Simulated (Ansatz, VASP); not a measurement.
## Au in VASP and in Ansatz

Contents of INCAR:

```
SYSTEM = Au
PREC = Accurate
ENCUT = 520
EDIFF = 1E-7
ISMEAR = -1
SIGMA = 0.1
LREAL = .FALSE.
LASPH = .TRUE.
NELM = 100
ALGO = Normal
ISIF = 2
LWAVE = .FALSE.
LCHARG = .FALSE.
NBANDS = 18
```

KPOINTS

```
regular mesh
0
G
  13 13 13
  0 0 0
```

The input POSCAR:

```
Au
1.0
   -3.0889023162      3.5136173657      1.3907237213
    3.5136173657     -3.0889023162      1.3907237213
    2.0129140029      2.0129140029     -0.6128573301
Au
2
Direct
    0.0073149190      0.9926850810      0.0000000000
    0.7426850810      0.2573149190      0.5000000000
```

Input for Ansatz:

```yaml
crystal:
  lattice:
    - [-3.0889023162, 3.5136173657, 1.3907237213]
    - [3.5136173657, -3.0889023162, 1.3907237213]
    - [2.0129140029, 2.0129140029, -0.6128573301]
  atoms:
    - { symbol: Au, position: [0.007314919, 0.992685081, 0.0] }
    - { symbol: Au, position: [0.742685081, 0.257314919, 0.5] }
hamiltonian:
  xc: lda
  pseudopotentials:
    kind: paw
    azcp:
      Au: "pseudopotentials/Au.paw.azcp"
basis:
  ecutwfc: 420
  fft_grid_basis: typed
kpoints:
  mp_grid: { grid: [13, 13, 13], shift: [0, 0, 0] }
magnetization:
  spin_polarized: false
scf:
  occupations: { method: fermi_dirac, width: 0.1 }
  lower_state_search: "off"
output:
  stress: true
  write_density: true
  write_potential: true
  elf: true
  volumetric_format: npy
```

Alike in both runs: task single point; functional LDA; k mesh 13 × 13 × 13; occupations fermi-dirac, width 0.1 eV; no spin polarisation.

|  | VASP | Ansatz |
| --- | --- | --- |
| version | VASP 6.6.1 | Ansatz 0.2.0 |
| potentials or method | VASP PAW LDA potentials, release 64 (Au), cutoff 520 eV | plane waves (420 eV) with PAW, scalar-relativistic |
| valence electrons in the cell | 22 | 38 |

```csv
,VASP,Ansatz,Ansatz less VASP
pressure (GPa),-14.4,-14.8,-0.35
"traceless stress, the component that is largest in VASP (GPa)",0.92,0.91,-0.014
```

Ansatz warns that its potentials were made for another functional, while VASP's fit it. LDA's correlation is that of Perdew and Zunger in VASP and of Perdew and Wang (1992) in Ansatz. VASP's potentials hold 22 valence electrons a cell and Ansatz's 38, so a difference there can come from the potentials and not from the codes.

Spin-orbit coupling is off throughout.
